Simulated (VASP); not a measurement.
# GaMo (Pm-3m) in VASP: relaxation of cell and atoms with PBE

Aim: the relaxation of cell and atoms of GaMo with PBE.

Program: VASP 6.6.1. These are calculated values, not measurements. Logs are shortened: lines on timing, memory, paths and dates and some standing lists are left out, and cuts for length are marked.

### Step 1. The cell of the first run

It takes space group Pm-3m (No. 221, cubic). Conventional cell: a = 3.120 Å, b = 3.120 Å, c = 3.120 Å, α = 90.00°, β = 90.00°, γ = 90.00°. Ga (site symmetry m-3m) has 8 Mo at 2.70 Å and 6 Ga at 3.12 Å within 3.6 Å. Within 3.6 Å of Mo (site symmetry m-3m) lie 8 Ga at 2.70 Å and 6 Mo at 3.12 Å.

### Step 2. Relaxation of cell and atoms, PBE

Input file INCAR:

```
SYSTEM = GaMo
PREC     = Accurate       ! precision mode
ENCUT    = 600            ! plane-wave cutoff, eV
EDIFF    = 1E-6           ! SCF threshold, eV
ISMEAR   = 0              ! smearing method
SIGMA    = 0.1            ! smearing width, eV
LREAL    = .FALSE.        ! projectors in reciprocal space
LASPH    = .TRUE.         ! aspherical terms in the spheres
NELM     = 100            ! most SCF steps
ALGO     = Fast           ! electronic algorithm
ISIF     = 3              ! what is computed and relaxed
LWAVE    = .FALSE.        ! write WAVECAR
LCHARG   = .FALSE.        ! write CHGCAR
GGA      = PE             ! functional
IBRION   = 2              ! ionic algorithm
NSW      = 100            ! ionic steps
EDIFFG   = -0.01          ! ionic threshold
```

Input file KPOINTS:

```
regular mesh
0
G
  18 18 18
  0 0 0
```

Input file POSCAR:

```
GaMo
1.0
    3.1202009513      0.0000000000      0.0000000000
    0.0000000000      3.1202009513      0.0000000000
    0.0000000000      0.0000000000      3.1202009513
Ga Mo
1 1
Direct
    0.0000000000      0.0000000000      0.0000000000
    0.5000000000      0.5000000000      0.5000000000
```

Potentials or basis: VASP PAW PBE potentials, release 64 (Ga_d, Mo_sv).

Launch:

```sh
$ cat potpaw_PBE.64/Ga_d/POTCAR potpaw_PBE.64/Mo_sv/POTCAR > POTCAR
$ mpirun -np 1 vasp_std > vasp.out
```

OUTCAR:

```text
SYSTEM = GaMo
   PREC = Accurate
   ENCUT = 600
   EDIFF = 1E-6
   ISMEAR = 0
   LREAL = .FALSE.
   LASPH = .TRUE.
   NELM = 100
   ISIF = 3
   GGA = PE
   IBRION = 2
   NSW = 100
   EDIFFG = -0.01

 ion  position               nearest neighbor table
   1  0.000  0.000  0.000-   2 2.70   2 2.70   2 2.70   2 2.70   2 2.70   2 2.70   2 2.70   2 2.70

   2  0.500  0.500  0.500-   1 2.70   1 2.70   1 2.70   1 2.70   1 2.70   1 2.70   1 2.70   1 2.70

  LATTYP: Found a simple cubic cell.
 ALAT       =     3.1202009513

  Lattice vectors:

 A1 = (   3.1202009513,   0.0000000000,   0.0000000000)
 A2 = (   0.0000000000,   3.1202009513,   0.0000000000)
 A3 = (   0.0000000000,   0.0000000000,   3.1202009513)

Analysis of symmetry for initial positions (statically):
=====================================================================
 Subroutine PRICEL returns:
 Original cell was already a primitive cell.

 Routine SETGRP: Setting up the symmetry group for a
 simple cubic supercell.

 Subroutine GETGRP returns: Found 48 space group operations
 (whereof 48 operations were pure point group operations)
 out of a pool of 48 trial point group operations.

The static configuration has the point symmetry O_h .

Analysis of symmetry for dynamics (positions and initial velocities):
=====================================================================
 Subroutine PRICEL returns:
 Original cell was already a primitive cell.

 Routine SETGRP: Setting up the symmetry group for a
 simple cubic supercell.

 Subroutine GETGRP returns: Found 48 space group operations
 (whereof 48 operations were pure point group operations)
 out of a pool of 48 trial point group operations.

The dynamic configuration has the point symmetry O_h .

 Subroutine INISYM returns: Found 48 space group operations
 (whereof 48 operations are pure point group operations),
 and found     1 'primitive' translations

----------------------------------------------------------------------------------------

                                     Primitive cell

  volume of cell :      30.3772

  direct lattice vectors                    reciprocal lattice vectors
     3.120200951  0.000000000  0.000000000     0.320492178  0.000000000  0.000000000
     0.000000000  3.120200951  0.000000000     0.000000000  0.320492178  0.000000000
     0.000000000  0.000000000  3.120200951     0.000000000  0.000000000  0.320492178

  length of vectors
     3.120200951  3.120200951  3.120200951     0.320492178  0.320492178  0.320492178

  position of ions in fractional coordinates (direct lattice)
     0.000000000  0.000000000  0.000000000
     0.500000000  0.500000000  0.500000000

  ion indices of the primitive-cell ions
   primitive index   ion index
                 1           1
                 2           2

----------------------------------------------------------------------------------------

 KPOINTS: regular mesh

Automatic generation of k-mesh.
 Grid dimensions read from file:
 generate k-points for:   18   18   18

 Generating k-lattice:

  Cartesian coordinates                     Fractional coordinates (reciprocal lattice)
     0.017805121  0.000000000  0.000000000     0.055555556  0.000000000  0.000000000
     0.000000000  0.017805121  0.000000000     0.000000000  0.055555556  0.000000000
     0.000000000  0.000000000  0.017805121     0.000000000  0.000000000  0.055555556

  Length of vectors
     0.017805121  0.017805121  0.017805121

  Shift w.r.t. Gamma in fractional coordinates (k-lattice)
     0.000000000  0.000000000  0.000000000

 Subroutine IBZKPT returns following result:
 ===========================================

 Found    220 irreducible k-points:

 Following reciprocal coordinates:
            Coordinates               Weight
  0.000000  0.000000  0.000000      1.000000
  0.055556  0.000000  0.000000      6.000000
  0.111111  0.000000  0.000000      6.000000
  0.166667  0.000000  0.000000      6.000000
  0.222222  0.000000  0.000000      6.000000
  0.277778  0.000000  0.000000      6.000000
[... 16 lines left out ...]
  0.277778  0.111111  0.000000     24.000000
  0.333333  0.111111  0.000000     24.000000
 [... further k-points ...]
   k-points           NKPTS =    220   k-points in BZ     NKDIM =    220   number of bands    NBANDS=     17
   number of dos      NEDOS =    301   number of ions     NIONS =      2
   total plane-waves  NPLWV =  21952
   dimension x,y,z NGX =    28 NGY =   28 NGZ =   28
   dimension x,y,z NGXF=    56 NGYF=   56 NGZF=   56
   ions per type =               1   1
   NGX,Y,Z   is equivalent  to a cutoff of  14.92, 14.92, 14.92 a.u.
   NGXF,Y,Z  is equivalent  to a cutoff of  29.84, 29.84, 29.84 a.u.
 SYSTEM =  GaMo
   PREC   = accura    normal or accurate (medium, high low for compatibility)
   ISTART =      0    job   : 0-new  1-cont  2-samecut
   ICHARG =      2    charge: 1-file 2-atom 10-const
   ISPIN  =      1    spin polarized calculation?
   LNONCOLLINEAR =      F non collinear calculations
   LSORBIT =      F    spin-orbit coupling
   LASPH  =      T    aspherical Exc in radial PAW
   ENCUT  =  600.0 eV  44.10 Ry    6.64 a.u.   6.23  6.23  6.23*2*pi/ulx,y,z
   NELM   =    100;   NELMIN=  2; NELMDL= -5     # of ELM steps
   EDIFF  = 0.1E-05   stopping-criterion for ELM
   LREAL  =      F    real-space projection
   EDIFFG = -.1E-01   stopping-criterion for IOM
   NSW    =    100    number of steps for IOM
   IBRION =      2    ionic relax: 0-MD 1-quasi-New 2-CG
   NFREE  =      1    steps in history (QN), initial steepest desc. (CG)
   ISIF   =      3    stress and relaxation
   ISYM   =      2    0-nonsym 1-usesym 2-fastsym
   POTIM  = 0.5000    time-step for ionic-motion
   TEBEG  =    0.0;   TEEND  =   0.0 temperature during run
   PSTRESS=    0.0 pullay stress
   NELECT =      27.0000    total number of electrons
   NUPDOWN=      -1.0000    fix difference up-down
   EMIN   =  10.00;   EMAX   =-10.00  energy-range for DOS
   EFERMI =   0.00;   METHOD = LEGACY
   ISMEAR =     0;   SIGMA  =   0.10  broadening in eV -4-tet -1-fermi 0-gaus
   EFERMI_NEDOS =   21; number of points for ismear=-14 and -15
   IALGO  =     68    algorithm
   IMIX   =      4    mixing-type and parameters
     AMIX     =   0.40;   BMIX     =  1.00
     AMIX_MAG =   1.60;   BMIX_MAG =  1.00
  volume/ion in A,a.u.               =      15.19       102.50
  Fermi-wavevector in a.u.,A,eV,Ry     =   1.574032  2.974489 33.709472  2.477576
  Thomas-Fermi vector in A             =   2.675227
   LORBIT       =      0    0 simple, 1 ext, 2 COOP (PROOUT), +10 PAW based schemes
   GGA     = PE    functional components
   LHFCALC =     F    Hartree Fock is set to
   AEXX    =    0.0000 exact exchange contribution
   IVDW    =     0    specifies the selected vdW correction
   LEPSILON=     F    determine dielectric tensor
   LRPA    =     F    only Hartree local field effects (RPA)
 conjugate gradient relaxation of ions
 non-spin polarized calculation
 RMM-DIIS sequential band-by-band and
 Gauss-broadening in eV      SIGMA  =   0.10
  energy-cutoff  :      600.00
  volume of cell :       30.38
 maximum number of plane-waves:      1064
 NGX is ok and might be reduce to    28
   NGX = 13   NGY = 13   NGZ = 13

--------------------------------------- Ionic step        1  -------------------------------------------

 number of electron      27.0000005 magnetization

 Free energy of the ion-electron system (eV)
  ---------------------------------------------------
  ext. energy  EPLUGINS =         0.00000000
  ---------------------------------------------------
  free energy    TOTEN  =       -13.46889380 eV

  energy without entropy =      -13.45842493  energy(sigma->0) =      -13.46365936

 E-fermi :  10.0082     XC(G=0): -12.8733

 val. band max:       10.0041369367   @ k =   0.4444   0.4444   0.2778
 cond. band min:      10.0166746973   @ k =   0.5000   0.4444   0.2778
 fundamental gap:      0.0125377606
 Fermi energy:        10.0082089683

 k-point     1 :       0.0000    0.0000    0.0000
  band No.  band energies     occupation
      1     -50.7105      2.00000
      2     -24.6863      2.00000
      3     -24.6863      2.00000
      4     -24.6863      2.00000
      5      -4.6976      2.00000
      6      -4.6976      2.00000
[... 9 lines left out ...]
     16      14.6024      0.00000
     17      14.6024      0.00000

 k-point     2 :       0.0556    0.0000    0.0000
  band No.  band energies     occupation
      1     -50.7098      2.00000
      2     -24.6957      2.00000
      3     -24.6855      2.00000
      4     -24.6855      2.00000
      5      -4.6964      2.00000
      6      -4.6918      2.00000
[... 9 lines left out ...]
     16      14.3923      0.00000
     17      14.8011      0.00000
[... 489 lines left out ...]
 VOLUME and BASIS-vectors are now :
 -----------------------------------------------------------------------------
  energy-cutoff  :      600.00
  volume of cell :       30.53
      direct lattice vectors                 reciprocal lattice vectors
     3.125575214  0.000000000  0.000000000     0.319941109  0.000000000 -0.000000000
    -0.000000000  3.125575214  0.000000000     0.000000000  0.319941109  0.000000000
     0.000000000  0.000000000  3.125575214    -0.000000000 -0.000000000  0.319941109

 POSITION                                       TOTAL-FORCE (eV/Angst)
 -----------------------------------------------------------------------------------
      0.00000      0.00000      0.00000         0.000000      0.000000      0.000000
      1.56279      1.56279      1.56279        -0.000000      0.000000      0.000000
 -----------------------------------------------------------------------------------
    total drift:                               -0.000000      0.000000      0.000000

  FREE ENERGIE OF THE ION-ELECTRON SYSTEM (eV)
  ---------------------------------------------------
  free  energy   TOTEN  =       -13.4689202688 eV

  energy  without entropy=      -13.4583737194  energy(sigma->0) =      -13.46364699

--------------------------------------- Ionic step        3  -------------------------------------------

 number of electron      27.0000007 magnetization

 Free energy of the ion-electron system (eV)
  ---------------------------------------------------
  ext. energy  EPLUGINS =         0.00000000
  ---------------------------------------------------
  free energy    TOTEN  =       -13.46901828 eV

  energy without entropy =      -13.45850669  energy(sigma->0) =      -13.46376248

 E-fermi :   9.9707     XC(G=0): -12.8569

 val. band max:        9.9660106951   @ k =   0.4444   0.4444   0.2778
 cond. band min:       9.9784947285   @ k =   0.5000   0.4444   0.2778
 fundamental gap:      0.0124840334
 Fermi energy:         9.9707498134

 k-point     1 :       0.0000    0.0000    0.0000
  band No.  band energies     occupation
      1     -50.7485      2.00000
      2     -24.7249      2.00000
      3     -24.7249      2.00000
      4     -24.7249      2.00000
      5      -4.7335      2.00000
      6      -4.7335      2.00000
[... 9 lines left out ...]
     16      14.5535      0.00000
     17      14.5535      0.00000

 k-point     2 :       0.0556    0.0000    0.0000
  band No.  band energies     occupation
      1     -50.7478      2.00000
      2     -24.7342      2.00000
      3     -24.7241      2.00000
      4     -24.7241      2.00000
      5      -4.7323      2.00000
      6      -4.7278      2.00000
[... 9 lines left out ...]
     16      14.3080      0.00000
     17      14.7514      0.00000
[... 453 lines left out ...]
 VOLUME and BASIS-vectors are now :
 -----------------------------------------------------------------------------
  energy-cutoff  :      600.00
  volume of cell :       30.47
      direct lattice vectors                 reciprocal lattice vectors
     3.123218950  0.000000000  0.000000000     0.320182484  0.000000000 -0.000000000
    -0.000000000  3.123218950  0.000000000     0.000000000  0.320182484  0.000000000
     0.000000000  0.000000000  3.123218950    -0.000000000 -0.000000000  0.320182484

 POSITION                                       TOTAL-FORCE (eV/Angst)
 -----------------------------------------------------------------------------------
      0.00000      0.00000      0.00000         0.000000      0.000000      0.000000
      1.56161      1.56161      1.56161        -0.000000      0.000000      0.000000
 -----------------------------------------------------------------------------------
    total drift:                               -0.000000      0.000000      0.000000

  FREE ENERGIE OF THE ION-ELECTRON SYSTEM (eV)
  ---------------------------------------------------
  free  energy   TOTEN  =       -13.4690182778 eV

  energy  without entropy=      -13.4585066853  energy(sigma->0) =      -13.46376248

 reached required accuracy - stopping structural energy minimisation
```

Wall time 2.9 min (1 thread of Intel Xeon 6975P-C (Granite Rapids), shared host); peak memory 0.28 GiB.

What came out:

* Free energy: -13.4690 eV
* Relaxed volume: 15.23 Å³/atom
* Relaxed cell: a = 3.123 Å, b = 3.123 Å, c = 3.123 Å, α = 90.00°, β = 90.00°, γ = 90.00°
* Space group after relaxing (to 0.1 Å): Pm-3m (No. 221)
* Energy gained by relaxing: 0.1 meV/atom
* Ionic steps: 3
* Pressure after relaxing: 0.0 GPa
* Band gap on the k mesh: zero (an odd number of electrons rules out a gap without spin polarisation)

The path:
| step | energy change (eV) | largest force (eV/Å) | pressure (GPa) | volume (Å³) |
| --- | --- | --- | --- | --- |
| 1 | 0.0000 | 0.0000 | 0.38 | 30.38 |
| 2 | 0.0000 | 0.0000 | -0.41 | 30.53 |
| 3 | -0.0001 | 0.0000 | 0.01 | 30.47 |

Final structure:
```
Ga Mo
1.0
     3.12322    0.00000    0.00000
     0.00000    3.12322    0.00000
     0.00000    0.00000    3.12322
Ga Mo
1 1
Direct
  0.00000 0.00000 0.00000
  0.50000 0.50000 0.50000
```
